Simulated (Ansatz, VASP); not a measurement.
Two plane-wave programs on Sn

```
Sn
1.0
     0.00000    3.32785    3.32785
     3.32785    0.00000    3.32785
     3.32785    3.32785    0.00000
Sn
2
Cartesian
  0.0000 0.0000 0.0000
  1.6639 1.6639 1.6639
```

Alike in both runs: functional PBE; k mesh 9 × 9 × 9; occupations fermi-dirac, width 0.05 eV; no spin polarisation.

Ansatz relaxed the structure, and its values are those at the end. VASP's run is a single point on that final structure, the one shown.

|  | VASP | Ansatz |
| --- | --- | --- |
| version | VASP 6.6.1 | Ansatz 0.2.0 |
| potentials or method | VASP PAW PBE potentials, release 64 (Sn_d) | PAW with Ansatz's default frozen-core files, scalar-relativistic |
| plane-wave cutoff (eV) | 520 | 420 |
| valence electrons in the cell | 28 | 28 |

|  | VASP | Ansatz | Ansatz less VASP |
| --- | --- | --- | --- |
| pressure (GPa) | 0.0 | 0.0 | +0.05 |

The functional is the same, so the differences come from potentials, cutoffs and numerics.
